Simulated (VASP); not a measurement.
## Zn: single point with PBE

The system is Zn.

```
Zn
1.0
     4.29541    0.00000    0.00000
    -2.14770    3.71993    0.00000
     0.00000    0.00000    9.97417
Zn
8
Direct
  0.00000 0.00000 0.12869
  0.00000 0.00000 0.62869
  0.00000 0.00000 0.37131
  0.00000 0.00000 0.87131
  0.33333 0.66667 0.00024
  0.66667 0.33333 0.50024
  0.33333 0.66667 0.49976
  0.66667 0.33333 0.99976
```

```yaml
Program: VASP 6.6.1
Task: single point
Functional: PBE
Potentials_or_basis: VASP PAW PBE potentials, release 64 (Zn)
Cutoff: 520 eV
k_mesh: 6 × 6 × 2
Occupations: gaussian, width 0.1 eV
Spin: no spin polarisation
Dipole_correction: no
Further_INCAR_settings: ALGO = Fast; EDIFF = 1e-06; NBANDS = 58
```

| Property | Result |
| --- | --- |
| Pressure | 0.3 GPa |
| Band gap on the k mesh | zero (bands 48 and 49 overlap by 3.18 eV) |

Stress tensor (GPa, compression positive):
```
0.38 0.00 0.00
0.00 0.38 0.00
0.00 0.00 0.24
```

Levels at points of the mesh, in eV from the Fermi level:
```csv
k point,band 45,band 46,band 47,band 48,band 49,band 50,band 51,band 52
"(0.00, 0.00, 0.00)",-1.33,2.28,2.28,2.71,2.71,2.87,2.87,3.22
"(0.50, 0.00, 0.00)",-3.10,-1.06,-0.92,-0.43,-0.32,1.06,1.30,1.45
"(0.00, 0.00, 0.50)",1.60,1.60,2.67,2.67,2.67,2.67,2.79,2.79
"(0.50, 0.00, 0.50)",-2.07,-2.07,-0.65,-0.65,-0.19,-0.19,1.27,1.27
```

Run time: 67 s on 1 thread of Intel(R) Xeon(R) 6975P-C (Granite Rapids), with other jobs on the host, peak memory 0.3 GiB.
